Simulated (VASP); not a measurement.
# Cr (Im-3m) in VASP: notebook

Cr is run at these levels: PBE; tasks: single point.

Program: VASP 6.6.1. These are calculated values, not measurements. Logs are shortened: lines on timing, memory, paths and dates and some standing lists are left out, and cuts for length are marked.

## Step 1: The cell of the first run

The structure is cubic, space group Im-3m (No. 229). Conventional cell: a = 2.884 Å, b = 2.884 Å, c = 2.884 Å, α = 90.00°, β = 90.00°, γ = 90.00°. Cr (site symmetry m-3m) has 14 Cr at 2.50 to 2.88 Å within 3.3 Å.

## Step 2: Single point, PBE

INCAR reads:

```
SYSTEM = Cr
PREC     = Accurate       ! precision mode
ENCUT    = 520            ! plane-wave cutoff, eV
EDIFF    = 1E-7           ! SCF threshold, eV
ISMEAR   = 0              ! smearing method
SIGMA    = 0.15           ! smearing width, eV
LREAL    = .False.        ! projectors in reciprocal space
LASPH    = .True.         ! aspherical terms in the spheres
NELM     = 80             ! most SCF steps
ALGO     = Normal         ! electronic algorithm
ISIF     = 2              ! what is computed and relaxed
LWAVE    = .False.        ! write WAVECAR
LCHARG   = .False.        ! write CHGCAR
GGA      = PE             ! functional
NBANDS   = 12             ! bands
```

KPOINTS reads:

```
regular mesh
0
Gamma
  24 24 24
  0 0 0
```

POSCAR reads:

```
Cr
1.0
   -1.4419500000      1.4419500000      1.4419500000
    1.4419500000     -1.4419500000      1.4419500000
    1.4419500000      1.4419500000     -1.4419500000
Cr
1
Direct
    0.0000000000      0.0000000000      0.0000000000
```

Potentials or basis: VASP PAW PBE potentials, release 64 (Cr_pv).

The run is started by

```
cat potpaw_PBE.64/Cr_pv/POTCAR > POTCAR
mpirun -np 1 vasp_std > vasp.out
```

OUTCAR:

```text
SYSTEM = Cr
   PREC = Accurate
   ENCUT = 520
   EDIFF = 1E-7
   ISMEAR = 0
   LREAL = .False.
   LASPH = .True.
   NELM = 80
   ISIF = 2
   GGA = PE

 ion  position               nearest neighbor table
   1  0.000  0.000  0.000-

  LATTYP: Found a body centered cubic cell.
 ALAT       =     2.8839000000

  Lattice vectors:

 A1 = (  -1.4419500000,   1.4419500000,   1.4419500000)
 A2 = (   1.4419500000,  -1.4419500000,   1.4419500000)
 A3 = (   1.4419500000,   1.4419500000,  -1.4419500000)

Analysis of symmetry for initial positions (statically):
=====================================================================
 Subroutine PRICEL returns:
 Original cell was already a primitive cell.

 Routine SETGRP: Setting up the symmetry group for a
 body centered cubic supercell.

 Subroutine GETGRP returns: Found 48 space group operations
 (whereof 48 operations were pure point group operations)
 out of a pool of 48 trial point group operations.

The static configuration has the point symmetry O_h .

Analysis of symmetry for dynamics (positions and initial velocities):
=====================================================================
 Subroutine PRICEL returns:
 Original cell was already a primitive cell.

 Routine SETGRP: Setting up the symmetry group for a
 body centered cubic supercell.

 Subroutine GETGRP returns: Found 48 space group operations
 (whereof 48 operations were pure point group operations)
 out of a pool of 48 trial point group operations.

The dynamic configuration has the point symmetry O_h .

 Subroutine INISYM returns: Found 48 space group operations
 (whereof 48 operations are pure point group operations),
 and found     1 'primitive' translations

----------------------------------------------------------------------------------------

                                     Primitive cell

  volume of cell :      11.9925

  direct lattice vectors                    reciprocal lattice vectors
    -1.441950000  1.441950000  1.441950000     0.000000000  0.346752661  0.346752661
     1.441950000 -1.441950000  1.441950000     0.346752661  0.000000000  0.346752661
     1.441950000  1.441950000 -1.441950000     0.346752661  0.346752661  0.000000000

  length of vectors
     2.497530662  2.497530662  2.497530662     0.490382316  0.490382316  0.490382316

  position of ions in fractional coordinates (direct lattice)
     0.000000000  0.000000000  0.000000000

  ion indices of the primitive-cell ions
   primitive index   ion index
[... 81 lines left out ...]
   POTIM  = 0.5000    time-step for ionic-motion
   TEBEG  =    0.0;   TEEND  =   0.0 temperature during run
   PSTRESS=    0.0 pullay stress
   NELECT =      12.0000    total number of electrons
   NUPDOWN=      -1.0000    fix difference up-down
   EMIN   =  10.00;   EMAX   =-10.00  energy-range for DOS
   EFERMI =   0.00;   METHOD = LEGACY
   ISMEAR =     0;   SIGMA  =   0.15  broadening in eV -4-tet -1-fermi 0-gaus
   EFERMI_NEDOS =   21; number of points for ismear=-14 and -15
   IALGO  =     38    algorithm
   IMIX   =      4    mixing-type and parameters
     AMIX     =   0.40;   BMIX     =  1.00
     AMIX_MAG =   1.60;   BMIX_MAG =  1.00
  volume/ion in A,a.u.               =      11.99        80.93
  Fermi-wavevector in a.u.,A,eV,Ry     =   1.637439  3.094310 36.480015  2.681205
  Thomas-Fermi vector in A             =   2.728578
   LORBIT       =      0    0 simple, 1 ext, 2 COOP (PROOUT), +10 PAW based schemes
   GGA     = PE    functional components
   LHFCALC =     F    Hartree Fock is set to
   AEXX    =    0.0000 exact exchange contribution
   IVDW    =     0    specifies the selected vdW correction
   LEPSILON=     F    determine dielectric tensor
   LRPA    =     F    only Hartree local field effects (RPA)
 non-spin polarized calculation
 Gauss-broadening in eV      SIGMA  =   0.15
  energy-cutoff  :      520.00
  volume of cell :       11.99
 maximum number of plane-waves:       339
   NGX =  9   NGY =  9   NGZ =  9

 number of electron      11.9999992 magnetization

 Free energy of the ion-electron system (eV)
  ---------------------------------------------------
  ext. energy  EPLUGINS =         0.00000000
  ---------------------------------------------------
  free energy    TOTEN  =        -9.50651379 eV

  energy without entropy =       -9.49904659  energy(sigma->0) =       -9.50278019

 E-fermi :  10.4560     XC(G=0): -13.4578

 val. band max:       10.4519308802   @ k =  -0.1667   0.1667   0.1250
 cond. band min:      10.4618350233   @ k =  -0.2500   0.2500   0.1250
 fundamental gap:      0.0099041431
 Fermi energy:        10.4560054119

 k-point     1 :       0.0000    0.0000    0.0000
  band No.  band energies     occupation
      1     -32.3338      2.00000
      2     -32.3338      2.00000
      3     -32.3338      2.00000
      4       2.7263      2.00000
      5       9.5779      2.00000
      6       9.5779      2.00000
      7       9.5779      2.00000
      8      11.5339      0.00000
      9      11.5339      0.00000
     10      17.5269      0.00000
     11      32.4542      0.00000
     12      32.4542      0.00000
[... 331 lines left out ...]
 k-point    24 :       0.4583    0.0417    0.0000
  band No.  band energies     occupation
      1     -33.1378      2.00000
      2     -32.5943      2.00000
      3     -32.3441      2.00000
      4       6.2413      2.00000
      5       8.1267      2.00000
      6      11.0871      0.00000
      7      11.5193      0.00000
      8      12.0286      0.00000
      9      13.2875      0.00000
     10      17.5192      0.00000
     11      20.0029      0.00000
     12      27.2033      0.00000

 [... further k-points ...]

------------------------ aborting loop because EDIFF is reached ----------------------------------------

  FORCE on cell =-STRESS in cart. coord.  units (eV):
  Direction    XX          YY          ZZ          XY          YZ          ZX
  --------------------------------------------------------------------------------------
  -------------------------------------------------------------------------------------
  Total       -0.7012792     -0.7012792     -0.7012792      0.0000000     -0.0000000      0.0000000
  in kB      -93.6894989    -93.6894989    -93.6894989      0.0000000     -0.0000000      0.0000000
  external PRESSURE =     -93.6894989 kB  Pullay stress =       0.0000000 kB

 VOLUME and BASIS-vectors are now :
 -----------------------------------------------------------------------------
  energy-cutoff  :      520.00
  volume of cell :       11.99
      direct lattice vectors                 reciprocal lattice vectors
    -1.441950000  1.441950000  1.441950000     0.000000000  0.346752661  0.346752661
     1.441950000 -1.441950000  1.441950000     0.346752661  0.000000000  0.346752661
     1.441950000  1.441950000 -1.441950000     0.346752661  0.346752661  0.000000000

 POSITION                                       TOTAL-FORCE (eV/Angst)
 -----------------------------------------------------------------------------------
      0.00000      0.00000      0.00000        -0.000000     -0.000000     -0.000000
 -----------------------------------------------------------------------------------
    total drift:                                0.000000     -0.000000      0.000000

  FREE ENERGIE OF THE ION-ELECTRON SYSTEM (eV)
  ---------------------------------------------------
  free  energy   TOTEN  =        -9.5065137929 eV

  energy  without entropy=       -9.4990465948  energy(sigma->0) =       -9.50278019
```

It took 20 s on 1 thread of Intel Xeon 6975P-C (Granite Rapids), shared host; peak memory 0.16 GiB.

Results:

```yaml
Free_energy: -9.5065 eV
Pressure: -9.4 GPa
Band_gap_on_the_k_mesh: zero (band 6 reaches 12.76 eV, above the bottom of band 7 at 9.58 eV)
```

Caveat: the run has no spin polarisation, though such a crystal can be magnetic. Spin polarisation is off, so any magnetic state and its effect on volume and gap are missing.

## Step 3: Single point, PBE

INCAR reads:

```
SYSTEM = Cr
  PREC = Accurate
  ENCUT = 520
  EDIFF = 1E-6
  ISMEAR = 0
  SIGMA = 0.15
  LREAL = .FALSE.
  LASPH = .TRUE.
  NELM = 80
  ALGO = Normal
  ISIF = 2
  LWAVE = .FALSE.
  LCHARG = .FALSE.
  GGA = PE
  NBANDS = 12
```

KPOINTS reads:

```
Automatic mesh
0
G
  26 26 26
  0 0 0
```

POSCAR is that of step 2.

Potentials or basis: VASP PAW PBE potentials, release 64 (Cr_pv).

The run is started by

```
cat potpaw_PBE.64/Cr_pv/POTCAR > POTCAR
mpirun -np 1 vasp_std > vasp.out
```

Wall time 26 s (1 thread of Intel Xeon 6975P-C (Granite Rapids), shared host); peak memory 0.18 GiB.

It converged, with:

```yaml
Free_energy: -9.5055 eV
Pressure: -9.3 GPa
Band_gap_on_the_k_mesh: zero (band 6 reaches 12.76 eV, above the bottom of band 7 at 9.58 eV)
```

Levels at points of the mesh, in eV from the Fermi level:
```tsv
k point	band 3	band 4	band 5	band 6	band 7	band 8	band 9	band 10
(0.00, 0.00, 0.00)	-42.77	-7.72	-0.86	-0.86	-0.86	1.09	1.09	7.09
(0.50, 0.00, 0.00)	-42.78	-4.24	-2.33	1.03	1.08	1.41	2.69	7.08
(0.50, 0.50, 0.50)	-43.34	-4.08	-4.08	2.32	2.32	2.32	7.08	10.28
```

Caveat: the run has no spin polarisation, though such a crystal can be magnetic.
